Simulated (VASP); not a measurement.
# Ca (P6/mmm) in VASP: a series of runs

Ca is run at these levels: LDA; tasks: relaxation of cell and atoms.

Everything below comes from runs of VASP 6.6.1. Logs are shortened: lines on timing, memory, paths and dates and some standing lists are left out, and cuts for length are marked.

**1. The cell of the first run**

Symmetry: P6/mmm, No. 191, hexagonal system. Conventional cell: a = 3.039 Å, b = 3.039 Å, c = 2.742 Å, α = 90.00°, β = 90.00°, γ = 120.00°. Ca (site symmetry 6/mmm) has 8 Ca at 2.74 to 3.04 Å within 3.6 Å.

**2. Relaxation of cell and atoms, LDA, target pressure 20 GPa, at which the enthalpy is minimised**

Input file INCAR:

```
PREC = Accurate
ENCUT = 600
EDIFF = 1E-6
ISMEAR = -1
SIGMA = 0.08
LREAL = F
LASPH = T
NELM = 60
ALGO = Normal
ISIF = 3
LWAVE = F
LCHARG = F
IBRION = 2
NSW = 32
EDIFFG = -0.005
PSTRESS = 200.0
```

Input file KPOINTS:

```
regular mesh
0
Gamma
  14 14 13
```

Input file POSCAR:

```
Ca
1.0
    3.0393237370      0.0000000000      0.0000000000
   -1.5196618685      2.6321315666      0.0000000000
    0.0000000000      0.0000000000      2.7422710948
Ca
1
Direct
    0.0000000000      0.0000000000      0.0000000000
```

Potentials or basis: VASP PAW LDA potentials, release 64 (Ca_sv).

On the command line:

```
cat potpaw_LDA.64/Ca_sv/POTCAR > POTCAR
mpirun -np 1 vasp_std > vasp.out
```

OUTCAR:

```text
PREC = Accurate
   ENCUT = 600
   EDIFF = 1E-6
   ISMEAR = -1
   LREAL = F
   LASPH = T
   NELM = 60
   ISIF = 3
   IBRION = 2
   NSW = 32
   EDIFFG = -0.005
   PSTRESS = 200.0

 ion  position               nearest neighbor table
   1  0.000  0.000  0.000-

  LATTYP: Found a hexagonal cell.
 ALAT       =     3.0393237370
 C/A-ratio  =     0.9022635731

  Lattice vectors:

 A1 = (   3.0393237370,   0.0000000000,   0.0000000000)
 A2 = (  -1.5196618685,   2.6321315666,   0.0000000000)
 A3 = (   0.0000000000,   0.0000000000,   2.7422710948)

Analysis of symmetry for initial positions (statically):
=====================================================================
 Subroutine PRICEL returns:
 Original cell was already a primitive cell.

 Routine SETGRP: Setting up the symmetry group for a
 hexagonal supercell.

 Subroutine GETGRP returns: Found 24 space group operations
 (whereof 24 operations were pure point group operations)
 out of a pool of 24 trial point group operations.

The static configuration has the point symmetry D_6h.

Analysis of symmetry for dynamics (positions and initial velocities):
=====================================================================
 Subroutine PRICEL returns:
 Original cell was already a primitive cell.

 Routine SETGRP: Setting up the symmetry group for a
 hexagonal supercell.

 Subroutine GETGRP returns: Found 24 space group operations
 (whereof 24 operations were pure point group operations)
 out of a pool of 24 trial point group operations.

The dynamic configuration has the point symmetry D_6h.

 Subroutine INISYM returns: Found 24 space group operations
 (whereof 24 operations are pure point group operations),
 and found     1 'primitive' translations

----------------------------------------------------------------------------------------

                                     Primitive cell

  volume of cell :      21.9379

  direct lattice vectors                    reciprocal lattice vectors
     3.039323737  0.000000000  0.000000000     0.329020561  0.189960109  0.000000000
    -1.519661869  2.632131567  0.000000000     0.000000000  0.379920219  0.000000000
     0.000000000  0.000000000  2.742271095     0.000000000  0.000000000  0.364661248

  length of vectors
     3.039323737  3.039323737  2.742271095     0.379920219  0.379920219  0.364661248

[... 84 lines left out ...]
   ISIF   =      3    stress and relaxation
   ISYM   =      2    0-nonsym 1-usesym 2-fastsym
   POTIM  = 0.5000    time-step for ionic-motion
   TEBEG  =    0.0;   TEEND  =   0.0 temperature during run
   PSTRESS=  200.0 pullay stress
   NELECT =      10.0000    total number of electrons
   NUPDOWN=      -1.0000    fix difference up-down
   EMIN   =  10.00;   EMAX   =-10.00  energy-range for DOS
   EFERMI =   0.00;   METHOD = LEGACY
   ISMEAR =    -1;   SIGMA  =   0.08  broadening in eV -4-tet -1-fermi 0-gaus
   EFERMI_NEDOS =   21; number of points for ismear=-14 and -15
   IALGO  =     38    algorithm
   IMIX   =      4    mixing-type and parameters
     AMIX     =   0.40;   BMIX     =  1.00
     AMIX_MAG =   1.60;   BMIX_MAG =  1.00
  volume/ion in A,a.u.               =      21.94       148.04
  Fermi-wavevector in a.u.,A,eV,Ry     =   1.259921  2.380905 21.597888  1.587400
  Thomas-Fermi vector in A             =   2.393456
   LORBIT       =      0    0 simple, 1 ext, 2 COOP (PROOUT), +10 PAW based schemes
   GGA     = CA    functional components
   LHFCALC =     F    Hartree Fock is set to
   AEXX    =    0.0000 exact exchange contribution
   IVDW    =     0    specifies the selected vdW correction
   LEPSILON=     F    determine dielectric tensor
   LRPA    =     F    only Hartree local field effects (RPA)
 conjugate gradient relaxation of ions
 non-spin polarized calculation
  energy-cutoff  :      600.00
  volume of cell :       21.94
 maximum number of plane-waves:       753
   NGX = 13   NGY = 13   NGZ = 11

--------------------------------------- Ionic step        1  -------------------------------------------

 number of electron      10.0000002 magnetization

 Free energy of the ion-electron system (eV)
  ---------------------------------------------------
  ext. energy  EPLUGINS =         0.00000000
  ---------------------------------------------------
  free energy    TOTEN  =        -1.31952514 eV

  energy without entropy =       -1.30879801  energy(sigma->0) =       -1.31416158

------------------------ aborting loop because EDIFF is reached ----------------------------------------

  FORCE on cell =-STRESS in cart. coord.  units (eV):
  Direction    XX          YY          ZZ          XY          YZ          ZX
  --------------------------------------------------------------------------------------
  -------------------------------------------------------------------------------------
  Total        2.7560995      2.7560995      2.7798520      0.0000000     -0.0000000      0.0000000
  in kB      201.2845961    201.2845961    203.0192960      0.0000000     -0.0000000      0.0000000
  external PRESSURE =       1.8628294 kB  Pullay stress =     200.0000000 kB
[... 61 lines left out ...]
--------------------------------------- Ionic step        3  -------------------------------------------

 number of electron      10.0000002 magnetization

 Free energy of the ion-electron system (eV)
  ---------------------------------------------------
  ext. energy  EPLUGINS =         0.00000000
  ---------------------------------------------------
  free energy    TOTEN  =        -1.32829813 eV

  energy without entropy =       -1.31756301  energy(sigma->0) =       -1.32293057

 E-fermi :   5.0012     XC(G=0): -10.3814

 val. band max:        4.9975554143   @ k =   0.4286  -0.0000   0.2308
 cond. band min:       5.0261068968   @ k =   0.4286   0.0714   0.3077
 fundamental gap:      0.0285514825
 Fermi energy:         5.0011517930

 k-point     1 :       0.0000    0.0000    0.0000
  band No.  band energies     occupation
      1     -35.7570      2.00000
      2     -16.4384      2.00000
      3     -16.4384      2.00000
      4     -16.1757      2.00000
      5       0.4149      2.00000
      6       5.3942      0.01459
      7       7.7962      0.00000
      8       7.7962      0.00000
      9      11.9408      0.00000
[... 265 lines left out ...]
 k-point    24 :       0.3571    0.2857    0.0000
  band No.  band energies     occupation
      1     -35.5109      2.00000
      2     -17.3786      2.00000
      3     -17.1909      2.00000
      4     -16.0321      2.00000
      5       5.1453      0.28322
      6       5.5237      0.00291
      7       6.1059      0.00000
      8      10.2055      0.00000
      9      10.5520      0.00000

 [... further k-points ...]
[... 5 lines left out ...]
  --------------------------------------------------------------------------------------
  -------------------------------------------------------------------------------------
  Total        2.7449342      2.7449342      2.7430831      0.0000000      0.0000000      0.0000000
  in kB      199.8328948    199.8328948    199.6981380      0.0000000      0.0000000      0.0000000
  external PRESSURE =      -0.2120241 kB  Pullay stress =     200.0000000 kB
[... 20 lines left out ...]
  energy  without entropy=       -1.3175630070  energy(sigma->0) =       -1.32293057

  enthalpy is  TOTEN    =         1.4189314232 eV   P V=        2.7472295566

 reached required accuracy - stopping structural energy minimisation
```

OSZICAR:

```text
N       E                     dE             d eps       ncg     rms          rms(c)
DAV:   1     0.716891273563E+02    0.71689E+02   -0.61165E+03  3024   0.124E+03
[... 16 lines left out ...]
DAV:   6    -0.132969834331E+01    0.54884E-06   -0.56993E-07  1862   0.800E-03
   2 F= 0.14189324E+01 E0= 0.14243000E+01  d E =-.525838E-04
       N       E                     dE             d eps       ncg     rms          rms(c)
DAV:   1    -0.132832188996E+01    0.13770E-02   -0.65853E-04  3215   0.318E-01    0.314E-02
DAV:   2    -0.132830109417E+01    0.20796E-04   -0.57716E-05  3275   0.929E-02    0.129E-02
DAV:   3    -0.132829780832E+01    0.32858E-05   -0.26351E-05  4246   0.464E-02    0.434E-03
DAV:   4    -0.132829813335E+01   -0.32503E-06   -0.80281E-07  2149   0.111E-02
   3 F= 0.14189314E+01 E0= 0.14242990E+01  d E =-.535849E-04
```

CONTCAR:

```text
Ca
   1.00000000000000
     3.0415460530153444    0.0000000000000000    0.0000000000000000
    -1.5207730265076722    2.6340561487320988   -0.0000000000000000
     0.0000000000000000   -0.0000000000000000    2.7469838872957562
  Ca
     1
Direct
     0.0000000000000000    0.0000000000000000    0.0000000000000000

  0.00000000E+00  0.00000000E+00  0.00000000E+00
```

Run time: 17 s. Hardware: 1 thread of Intel Xeon 6975P-C (Granite Rapids), shared host; peak memory 0.16 GiB.

What came out:

* Free energy: -1.3283 eV
* Relaxed volume: 22.01 Å³/atom
* Relaxed cell: a = 3.042 Å, b = 3.042 Å, c = 2.747 Å, α = 90.00°, β = 90.00°, γ = 120.00°
* Space group after relaxing (to 0.05 Å): P6/mmm (No. 191)
* Energy change on relaxing (the enthalpy is what falls): -8.8 meV/atom
* Ionic steps: 3
* Pressure after relaxing: 20.0 GPa
* Band gap on the k mesh: zero (band 5 reaches 5.26 eV, above the bottom of band 6 at 4.74 eV)

The path:
| step | energy change (eV) | largest force (eV/Å) | pressure (GPa) | volume (Å³) |
| --- | --- | --- | --- | --- |
| 1 | 0.0000 | 0.0000 | 20.19 | 21.94 |
| 2 | -0.0102 | 0.0000 | 19.96 | 22.02 |
| 3 | -0.0088 | 0.0000 | 19.98 | 22.01 |

Final structure:
```cif
data_structure
_symmetry_space_group_name_H-M 'P 1'
_symmetry_Int_Tables_number 1
_cell_length_a 3.0415
_cell_length_b 3.0415
_cell_length_c 2.7470
_cell_angle_alpha 90.000
_cell_angle_beta 90.000
_cell_angle_gamma 120.000
_cell_volume 22.01
loop_
_atom_site_label
_atom_site_type_symbol
_atom_site_fract_x
_atom_site_fract_y
_atom_site_fract_z
_atom_site_occupancy
Ca1 Ca 0.00000 0.00000 0.00000 1
```

Levels at points of the mesh, in eV from the Fermi level:
```
           k point  band 3  band 4  band 5  band 6  band 7  band 8
(0.00, 0.00, 0.00)  -21.44  -21.18   -4.59    0.39    2.80    2.80
(0.50, 0.00, 0.00)  -21.71  -21.05   -1.46    1.08    1.26    4.70
```

Caveat: the cell is relaxed towards a set pressure, so the enthalpy falls and the energy may rise.

**3. Relaxation of cell and atoms, LDA, target pressure 20 GPa, at which the enthalpy is minimised**

This run uses another cell than the first one, of 23.56 Å³/atom, 1.074 times its volume.

Input file INCAR:

```
SYSTEM = Ca
ALGO = Normal ; EDIFF = 1E-6
EDIFFG = -0.005 ; ENCUT = 600
GGA = CA ; IBRION = 2
ISIF = 3 ; ISMEAR = -1
LASPH = .True. ; LCHARG = .False.
LREAL = .False. ; LWAVE = .False.
NELM = 60 ; NSW = 60
PREC = Accurate ; PSTRESS = 200.0
SIGMA = 0.08
```

Input file KPOINTS:

```
k-points
0
Gamma
  14 14 13
  0 0 0
```

Input file POSCAR:

```
Ca
1.0
    3.0702893180      0.0000000000      0.0000000000
   -1.5351446590      2.6589485464      0.0000000000
    0.0000000000      0.0000000000      2.8860719589
Ca
1
Direct
    0.0000000000      0.0000000000      0.0000000000
```

Potentials or basis: VASP PAW LDA potentials, release 64 (Ca_sv).

On the command line:

```
cat potpaw_LDA.64/Ca_sv/POTCAR > POTCAR
mpirun -np 1 vasp_std > vasp.out
```

Wall time 80 s (1 thread of Intel Xeon 6975P-C (Granite Rapids), shared host); peak memory 0.19 GiB.

It converged, with:

```
Free energy                                            : -1.3287 eV
Relaxed volume                                         : 22.01 Å³/atom
Relaxed cell                                           : a = 3.041 Å, b = 3.041 Å, c = 2.747 Å, α = 90.00°, β = 90.00°, γ = 120.00°
Space group after relaxing (to 0.05 Å)                 : P6/mmm (No. 191)
Energy change on relaxing (the enthalpy is what falls) : +158.8 meV/atom
Ionic steps                                            : 11
Pressure after relaxing                                : 20.0 GPa
Band gap on the k mesh                                 : zero (band 5 reaches 5.25 eV, above the bottom of band 6 at 4.74 eV)
```

Step by step:
```
step  energy change (eV)  largest force (eV/Å)  pressure (GPa)  volume (Å³)
   1              0.0000                0.0000           15.69        23.56
   2              0.2330                0.0000           21.80        21.45
   3              0.1661                0.0000           20.19        21.95
   4              0.1621                0.0000           20.08        21.98
   5              0.1546                0.0000           19.90        22.04
   6              0.1557                0.0000           19.91        22.03
   7              0.1563                0.0000           19.93        22.03
   8              0.1561                0.0000           19.96        22.03
   9              0.1559                0.0000           19.93        22.03
  10              0.1596                0.0000           20.03        22.00
  11              0.1588                0.0000           20.01        22.01
```

Final structure:
```yaml
crystal:
  lattice:
    - [3.04148, 0.00000, 0.00000]
    - [-1.52074, 2.63400, 0.00000]
    - [0.00000, 0.00000, 2.74723]
  atoms:
    - { symbol: Ca, position: [0.00000, 0.00000, 0.00000] }
```

Levels at points of the mesh, in eV from the Fermi level:
| k point | band 2 | band 3 | band 4 | band 5 | band 6 | band 7 | band 8 | band 9 |
| --- | --- | --- | --- | --- | --- | --- | --- | --- |
| (0.00, 0.00, 0.00) | -21.44 | -21.44 | -21.18 | -4.59 | 0.39 | 2.80 | 2.80 | 6.94 |
| (0.50, 0.00, 0.00) | -22.66 | -21.71 | -21.05 | -1.46 | 1.08 | 1.26 | 4.70 | 6.49 |

Caveat: the cell is relaxed towards a set pressure, so the enthalpy falls and the energy may rise.
